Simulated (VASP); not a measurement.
Input of a VASP 6.6.1 run:

The input INCAR:

```
  PREC = Accurate
  ENCUT = 520
  EDIFF = 1E-7
  ISMEAR = 0
  SIGMA = 0.1
  LREAL = F
  LASPH = T
  NELM = 100
  ALGO = Normal
  ISIF = 2
  LWAVE = F
  LCHARG = F
  GGA = PE
  IVDW = 12
  NBANDS = 18
```

File KPOINTS:

```
Automatic mesh
0
Gamma
  6 6 4
```

The input POSCAR:

```
PtS2
1.0
    3.5431994758      0.0000000000      0.0000000000
   -1.7715997379      3.0685007567      0.0000000000
    0.0000000000      0.0000000000      5.0388000000
Pt S
1 2
Direct
    0.0000000000      0.0000000000      0.0000000000
    0.3333333333      0.6666666667      0.2500000000
    0.6666666667      0.3333333333      0.7500000000
```

Potentials or basis: VASP PAW PBE potentials, release 64 (Pt, S).

Command:

```console
$ cat potpaw_PBE.64/Pt/POTCAR potpaw_PBE.64/S/POTCAR > POTCAR
$ mpirun -np 1 vasp_std > vasp.out
```

Q: Predict the pressure.

A: -1.9 GPa.

Q: What does it give for the band gap on the k mesh?

A: 0.56 eV, indirect (least direct gap 1.31 eV).

Forces on the atoms (eV/Å):
```
Pt   0.000  0.000  0.000
S    0.000  0.000 -0.348
S    0.000  0.000  0.348
```

Caveat: spin-orbit coupling is left out, which moves the levels of the heavy elements. A k mesh can miss the band edges.
